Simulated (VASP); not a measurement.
# Zr (Fm-3m) in VASP: notebook

Runs on Zr. Level: PBEsol. Tasks: single point.

All numbers are computed with VASP 6.6.1; they aren't measurements. Logs are shortened: lines on timing, memory, paths and dates and some standing lists are left out, and cuts for length are marked.

## 1. The cell of the first run

Symmetry: Fm-3m, No. 225, cubic system. Conventional cell: a = 4.149 Å, b = 4.149 Å, c = 4.149 Å, α = 90.00°, β = 90.00°, γ = 90.00°. Zr (site symmetry m-3m) has 12 Zr at 2.93 Å within 3.9 Å.

## 2. Single point, PBEsol (strain -0.080 along x and y, -0.080 along z)

INCAR reads:

```
  PREC = Accurate
  ENCUT = 520
  EDIFF = 1E-7
  ISMEAR = 0
  SIGMA = 0.15
  LREAL = F
  LASPH = T
  NELM = 80
  ALGO = Fast
  ISIF = 2
  LWAVE = F
  LCHARG = F
  GGA = PS
  NBANDS = 12
```

KPOINTS reads:

```
regular mesh
0
Gamma
  18 18 18
```

POSCAR reads:

```
Zr
1.0
    0.0000000000      2.0746000000      2.0746000000
    2.0746000000      0.0000000000      2.0746000000
    2.0746000000      2.0746000000      0.0000000000
Zr
1
Direct
    0.0000000000      0.0000000000      0.0000000000
```

Potentials or basis: VASP PAW PBE potentials, release 64 (Zr_sv).

Command:

```sh
$ cat potpaw_PBE.64/Zr_sv/POTCAR > POTCAR
$ mpirun -np 1 vasp_std > vasp.out
```

OUTCAR:

```text
PREC = Accurate
   ENCUT = 520
   EDIFF = 1E-7
   ISMEAR = 0
   LREAL = F
   LASPH = T
   NELM = 80
   ISIF = 2
   GGA = PS

 ion  position               nearest neighbor table
   1  0.000  0.000  0.000-

  LATTYP: Found a face centered cubic cell.
 ALAT       =     4.1492000000

  Lattice vectors:

 A1 = (   0.0000000000,   2.0746000000,   2.0746000000)
 A2 = (   2.0746000000,   0.0000000000,   2.0746000000)
 A3 = (   2.0746000000,   2.0746000000,   0.0000000000)

Analysis of symmetry for initial positions (statically):
=====================================================================
 Subroutine PRICEL returns:
 Original cell was already a primitive cell.

 Routine SETGRP: Setting up the symmetry group for a
 face centered cubic supercell.

 Subroutine GETGRP returns: Found 48 space group operations
 (whereof 48 operations were pure point group operations)
 out of a pool of 48 trial point group operations.

The static configuration has the point symmetry O_h .

Analysis of symmetry for dynamics (positions and initial velocities):
=====================================================================
 Subroutine PRICEL returns:
 Original cell was already a primitive cell.

 Routine SETGRP: Setting up the symmetry group for a
 face centered cubic supercell.

 Subroutine GETGRP returns: Found 48 space group operations
 (whereof 48 operations were pure point group operations)
 out of a pool of 48 trial point group operations.

The dynamic configuration has the point symmetry O_h .

 Subroutine INISYM returns: Found 48 space group operations
 (whereof 48 operations are pure point group operations),
 and found     1 'primitive' translations

----------------------------------------------------------------------------------------

                                     Primitive cell

  volume of cell :      17.8580

  direct lattice vectors                    reciprocal lattice vectors
     0.000000000  2.074600000  2.074600000    -0.241010315  0.241010315  0.241010315
     2.074600000  0.000000000  2.074600000     0.241010315 -0.241010315  0.241010315
     2.074600000  2.074600000  0.000000000     0.241010315  0.241010315 -0.241010315

  length of vectors
     2.933927456  2.933927456  2.933927456     0.417442111  0.417442111  0.417442111

  position of ions in fractional coordinates (direct lattice)
     0.000000000  0.000000000  0.000000000

  ion indices of the primitive-cell ions
   primitive index   ion index
                 1           1

----------------------------------------------------------------------------------------

 KPOINTS: regular mesh

Automatic generation of k-mesh.
 Grid dimensions read from file:
 generate k-points for:   18   18   18

 Generating k-lattice:

  Cartesian coordinates                     Fractional coordinates (reciprocal lattice)
    -0.013389462  0.013389462  0.013389462     0.055555556  0.000000000  0.000000000
     0.013389462 -0.013389462  0.013389462     0.000000000  0.055555556  0.000000000
     0.013389462  0.013389462 -0.013389462     0.000000000  0.000000000  0.055555556

  Length of vectors
     0.023191228  0.023191228  0.023191228

  Shift w.r.t. Gamma in fractional coordinates (k-lattice)
     0.000000000  0.000000000  0.000000000

 Subroutine IBZKPT returns following result:
 ===========================================

 Found    195 irreducible k-points:

 Following reciprocal coordinates:
            Coordinates               Weight
  0.000000  0.000000  0.000000      1.000000
  0.055556  0.000000  0.000000      8.000000
  0.111111  0.000000  0.000000      8.000000
  0.166667  0.000000  0.000000      8.000000
  0.222222  0.000000  0.000000      8.000000
  0.277778  0.000000  0.000000      8.000000
[... 16 lines left out ...]
 -0.277778  0.055556  0.000000     24.000000
 -0.222222  0.055556  0.000000     24.000000
 [... further k-points ...]
   k-points           NKPTS =    195   k-points in BZ     NKDIM =    195   number of bands    NBANDS=     12
   number of dos      NEDOS =    301   number of ions     NIONS =      1
   total plane-waves  NPLWV =  13824
   dimension x,y,z NGX =    24 NGY =   24 NGZ =   24
   dimension x,y,z NGXF=    48 NGYF=   48 NGZF=   48
   ions per type =               1
   NGX,Y,Z   is equivalent  to a cutoff of  13.60, 13.60, 13.60 a.u.
   NGXF,Y,Z  is equivalent  to a cutoff of  27.20, 27.20, 27.20 a.u.
 SYSTEM =  unknown system
   PREC   = accura    normal or accurate (medium, high low for compatibility)
   ISTART =      0    job   : 0-new  1-cont  2-samecut
   ICHARG =      2    charge: 1-file 2-atom 10-const
   ISPIN  =      1    spin polarized calculation?
   LNONCOLLINEAR =      F non collinear calculations
   LSORBIT =      F    spin-orbit coupling
   LASPH  =      T    aspherical Exc in radial PAW
   ENCUT  =  520.0 eV  38.22 Ry    6.18 a.u.   5.46  5.46  5.46*2*pi/ulx,y,z
   NELM   =     80;   NELMIN=  2; NELMDL= -5     # of ELM steps
   EDIFF  = 0.1E-06   stopping-criterion for ELM
   LREAL  =      F    real-space projection
   EDIFFG = 0.1E-05   stopping-criterion for IOM
   NSW    =      0    number of steps for IOM
   IBRION =     -1    ionic relax: 0-MD 1-quasi-New 2-CG
   NFREE  =      0    steps in history (QN), initial steepest desc. (CG)
   ISIF   =      2    stress and relaxation
   ISYM   =      2    0-nonsym 1-usesym 2-fastsym
   POTIM  = 0.5000    time-step for ionic-motion
   TEBEG  =    0.0;   TEEND  =   0.0 temperature during run
   PSTRESS=    0.0 pullay stress
   NELECT =      12.0000    total number of electrons
   NUPDOWN=      -1.0000    fix difference up-down
   EMIN   =  10.00;   EMAX   =-10.00  energy-range for DOS
   EFERMI =   0.00;   METHOD = LEGACY
   ISMEAR =     0;   SIGMA  =   0.15  broadening in eV -4-tet -1-fermi 0-gaus
   EFERMI_NEDOS =   21; number of points for ismear=-14 and -15
   IALGO  =     68    algorithm
   IMIX   =      4    mixing-type and parameters
     AMIX     =   0.40;   BMIX     =  1.00
     AMIX_MAG =   1.60;   BMIX_MAG =  1.00
  volume/ion in A,a.u.               =      17.86       120.51
  Fermi-wavevector in a.u.,A,eV,Ry     =   1.433918  2.709711 27.975208  2.056120
  Thomas-Fermi vector in A             =   2.553383
   LORBIT       =      0    0 simple, 1 ext, 2 COOP (PROOUT), +10 PAW based schemes
   GGA     = PS    functional components
   LHFCALC =     F    Hartree Fock is set to
   AEXX    =    0.0000 exact exchange contribution
   IVDW    =     0    specifies the selected vdW correction
   LEPSILON=     F    determine dielectric tensor
   LRPA    =     F    only Hartree local field effects (RPA)
 non-spin polarized calculation
 RMM-DIIS sequential band-by-band and
 Gauss-broadening in eV      SIGMA  =   0.15
  energy-cutoff  :      520.00
  volume of cell :       17.86
 maximum number of plane-waves:       531
 NGX is ok and might be reduce to    24
   NGX = 11   NGY = 11   NGZ = 11

 number of electron      12.0000000 magnetization

 Free energy of the ion-electron system (eV)
  ---------------------------------------------------
  ext. energy  EPLUGINS =         0.00000000
  ---------------------------------------------------
  free energy    TOTEN  =        -8.69999261 eV

  energy without entropy =       -8.68829143  energy(sigma->0) =       -8.69414202

 E-fermi :  12.0476     XC(G=0): -12.4776

 val. band max:       12.0445549817   @ k =  -0.2778   0.3333   0.0556
 cond. band min:      12.0808037159   @ k =  -0.2778   0.1111   0.0000
 fundamental gap:      0.0362487342
 Fermi energy:        12.0476080175

 k-point     1 :       0.0000    0.0000    0.0000
  band No.  band energies     occupation
      1     -36.2712      2.00000
      2     -13.2029      2.00000
      3     -13.2029      2.00000
      4     -13.2029      2.00000
      5       6.2199      2.00000
      6      12.9997      0.00000
      7      12.9997      0.00000
      8      12.9997      0.00000
      9      16.3853      0.00000
     10      16.3853      0.00000
     11      23.0026      0.00000
     12      28.2420      0.00000

 k-point     2 :       0.0556    0.0000    0.0000
  band No.  band energies     occupation
      1     -36.2594      2.00000
      2     -13.2761      2.00000
      3     -13.2112      2.00000
      4     -13.2112      2.00000
      5       6.3586      2.00000
      6      12.8690      0.00000
      7      13.0650      0.00000
      8      13.0650      0.00000
      9      16.3054      0.00000
     10      16.3054      0.00000
     11      23.3049      0.00000
     12      27.7281      0.00000

 k-point     3 :       0.1111    0.0000    0.0000
  band No.  band energies     occupation
      1     -36.2253      2.00000
      2     -13.4838      2.00000
      3     -13.2351      2.00000
      4     -13.2351      2.00000
      5       6.7501      2.00000
      6      12.5467      0.00000
      7      13.2350      0.00000
      8      13.2350      0.00000
      9      16.1223      0.00000
     10      16.1223      0.00000
     11      24.0938      0.00000
     12      26.7680      0.00000
[... 286 lines left out ...]
 k-point    23 :      -0.2778    0.0556    0.0000
  band No.  band energies     occupation
      1     -36.0057      2.00000
      2     -14.6455      2.00000
      3     -13.4550      2.00000
      4     -13.3544      2.00000
      5       8.5338      2.00000
      6      12.2175      0.10918
      7      13.1638      0.00000
      8      13.3424      0.00000
      9      16.2983      0.00000
     10      17.5037      0.00000
     11      23.5708      0.00000
     12      28.8932      0.00000

 k-point    24 :      -0.2222    0.0556    0.0000
  band No.  band energies     occupation
      1     -36.0755      2.00000
      2     -14.2891      2.00000
      3     -13.4069      2.00000
      4     -13.3066      2.00000
      5       8.1972      2.00000
      6      11.8998      1.83658
      7      13.3896      0.00000
      8      13.5403      0.00000
      9      15.7073      0.00000
     10      16.8551      0.00000
     11      24.2123      0.00000
     12      27.9961      0.00000

 [... further k-points ...]
[... 5 lines left out ...]
  --------------------------------------------------------------------------------------
  -------------------------------------------------------------------------------------
  Total        3.3668407      3.3668407      3.3668407      0.0000000     -0.0000000      0.0000000
  in kB      302.0647437    302.0647437    302.0647437      0.0000000     -0.0000000      0.0000000
  external PRESSURE =     302.0647437 kB  Pullay stress =       0.0000000 kB

 VOLUME and BASIS-vectors are now :
 -----------------------------------------------------------------------------
  energy-cutoff  :      520.00
  volume of cell :       17.86
      direct lattice vectors                 reciprocal lattice vectors
     0.000000000  2.074600000  2.074600000    -0.241010315  0.241010315  0.241010315
     2.074600000  0.000000000  2.074600000     0.241010315 -0.241010315  0.241010315
     2.074600000  2.074600000  0.000000000     0.241010315  0.241010315 -0.241010315

 POSITION                                       TOTAL-FORCE (eV/Angst)
 -----------------------------------------------------------------------------------
      0.00000      0.00000      0.00000         0.000000     -0.000000     -0.000000
 -----------------------------------------------------------------------------------
    total drift:                                0.000000     -0.000000     -0.000000

  FREE ENERGIE OF THE ION-ELECTRON SYSTEM (eV)
  ---------------------------------------------------
  free  energy   TOTEN  =        -8.6999926074 eV

  energy  without entropy=       -8.6882914342  energy(sigma->0) =       -8.69414202
```

Run time: 29 s. Hardware: 1 thread of Intel Xeon 6975P-C (Granite Rapids), shared host; peak memory 0.16 GiB.

Results:

- Free energy: -8.7000 eV
- Pressure: 30.2 GPa
- Band gap on the k mesh: zero (band 6 reaches 13.00 eV, above the bottom of band 7 at 11.28 eV)

Caveat: the cell differs from its parent crystal (strain -0.080 along x and y, -0.080 along z); the PAW data sets were made with another functional, which shifts forces and pressure a little.

## 3. Single point, PBEsol (strain -0.040 along x and y, -0.040 along z)

INCAR reads:

```
SYSTEM = Zr
PREC = Accurate
ENCUT = 520
EDIFF = 1E-6
ISMEAR = 0
SIGMA = 0.15
LREAL = .FALSE.
LASPH = .TRUE.
NELM = 80
ALGO = Normal
ISIF = 2
LWAVE = .FALSE.
LCHARG = .TRUE.
GGA = PS
LELF = .TRUE.
LVHAR = .TRUE.
NBANDS = 12
```

KPOINTS reads:

```
regular mesh
0
G
  18 18 18
  0 0 0
```

POSCAR reads:

```
Zr
1.0
    0.0000000000      2.1648000000      2.1648000000
    2.1648000000      0.0000000000      2.1648000000
    2.1648000000      2.1648000000      0.0000000000
Zr
1
Direct
    0.0000000000      0.0000000000      0.0000000000
```

Potentials or basis: VASP PAW PBE potentials, release 64 (Zr_sv).

Command:

```sh
$ cat potpaw_PBE.64/Zr_sv/POTCAR > POTCAR
$ mpirun -np 1 vasp_std > vasp.out
```

Run time: 18 s. Hardware: 1 thread of Intel Xeon 6975P-C (Granite Rapids), shared host; peak memory 0.17 GiB.

The run converged. Its results:

```
Free energy            : -8.9971 eV
Pressure               : 10.4 GPa
Band gap on the k mesh : zero (band 6 reaches 11.36 eV, above the bottom of band 7 at 9.71 eV)
```

Levels at points of the mesh, in eV from the Fermi level:
| k point | band 2 | band 3 | band 4 | band 5 | band 6 | band 7 | band 8 | band 9 | band 10 | band 11 |
| --- | --- | --- | --- | --- | --- | --- | --- | --- | --- | --- |
| (0.00, 0.00, 0.00) | -25.68 | -25.68 | -25.68 | -5.76 | 0.99 | 0.99 | 0.99 | 3.87 | 3.87 | 10.77 |
| (0.50, 0.00, 0.00) | -27.17 | -25.87 | -25.87 | -3.32 | 0.75 | 0.75 | 1.71 | 6.05 | 6.05 | 10.58 |
| (0.50, 0.50, 0.00) | -27.07 | -26.20 | -26.20 | -3.58 | -2.71 | 3.87 | 6.06 | 6.69 | 6.69 | 10.88 |

Caveat: the cell differs from its parent crystal (strain -0.040 along x and y, -0.040 along z); the PAW data sets were made with another functional, which shifts forces and pressure a little.
